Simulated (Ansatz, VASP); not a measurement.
## One calculation of BAs, two programs

The input INCAR:

```
SYSTEM = BAs
ALGO = Normal ; EDIFF = 1E-8
ENCUT = 520 ; GGA = CA
ISIF = 2 ; ISMEAR = -1
LASPH = .True. ; LCHARG = .False.
LEFG = .True. ; LREAL = .False.
LWAVE = .False. ; NBANDS = 11
NELM = 80 ; PREC = Accurate
SIGMA = 0.03
```

File KPOINTS:

```
k-points
0
Gamma
  15 15 15
  0 0 0
```

The input POSCAR:

```
BAs
1.0
    0.0000000000      2.3397414207      2.3397414207
    2.3397414207      0.0000000000      2.3397414207
    2.3397414207      2.3397414207      0.0000000000
B As
1 1
Direct
    0.0000000000      0.0000000000      0.0000000000
    0.7500000000      0.7500000000      0.7500000000
```

Input for Ansatz:

```yaml
crystal:
  lattice:
    - [0.0, 2.3397414207, 2.3397414207]
    - [2.3397414207, 0.0, 2.3397414207]
    - [2.3397414207, 2.3397414207, 0.0]
  atoms:
    - { symbol: B, position: [0.0, 0.0, 0.0] }
    - { symbol: As, position: [0.75, 0.75, 0.75] }
kpoints:
  mp_grid: { grid: [15, 15, 15] }
scf:
  occupations: { method: fermi_dirac, width: 0.03 }
hamiltonian:
  xc: lda
  pseudopotentials: { kind: paw }
output:
  forces: true
  stress: true
  eigenvalues: true
  efg: { contact_densities: true }
  write_density: true
  write_potential: true
  elf: true
  volumetric_format: npy
```

Change from the starting cell: volume scaled by 0.94, PAW files.

Alike in both runs: task electric field gradients; functional LDA; k mesh 15 × 15 × 15; occupations fermi-dirac, width 0.03 eV; no spin polarisation.

|  | VASP | Ansatz |
| --- | --- | --- |
| version | VASP 6.6.1 | Ansatz 0.2.0 |
| potentials or method | VASP PAW LDA potentials, release 64 (B, As) | PAW with Ansatz's default frozen-core files, scalar-relativistic |
| plane-wave cutoff (eV) | 520 | 420 |
| valence electrons in the cell | 8 | 18 |

|  | VASP | Ansatz | Ansatz less VASP |
| --- | --- | --- | --- |
| pressure (GPa) | 6.4 | 5.3 | -1.11 |

LDA's correlation is that of Perdew and Zunger in VASP and of Perdew and Wang (1992) in Ansatz. VASP's potentials hold 8 valence electrons a cell and Ansatz's 18, so a difference there can come from the potentials and not from the codes.
